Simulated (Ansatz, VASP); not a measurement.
# SiO, level by level in two programs

```
Si O
1.0
     0.00000    2.43364    2.43364
     2.43364    0.00000    2.43364
     2.43364    2.43364    0.00000
Si O
1 1
Direct
  0.75000 0.75000 0.75000
  0.00000 0.00000 0.00000
```

Single points on this cell with VASP 6.6.1 and Ansatz 0.2.0. Each row is one pair of runs. Alike in all rows: spin: off; k mesh: 5 × 5 × 5; smearing: fermi-dirac, width 0.05 eV; VASP's potentials, cutoff: VASP PAW PBE potentials, release 64 (Si, O), 520 eV; Ansatz's potentials, cutoff: Ansatz PAW, 420 eV.

| level | pressure (GPa), VASP | pressure (GPa), Ansatz |
| --- | --- | --- |
| PBE-based screened hybrid | -0.2 | -0.2 |
| PBE0 | -1.0 | -0.8 |
| PBEsol-based global hybrid | -3.5 | -3.4 |

Pressure (GPa): the two programs differ by at most 0.17.

The k mesh is coarse, so the values compare programs but aren't converged. Noted on Ansatz's runs: odd divisions of the mesh miss points on the zone boundary, where band edges often lie, so the gap on the mesh can be too wide.
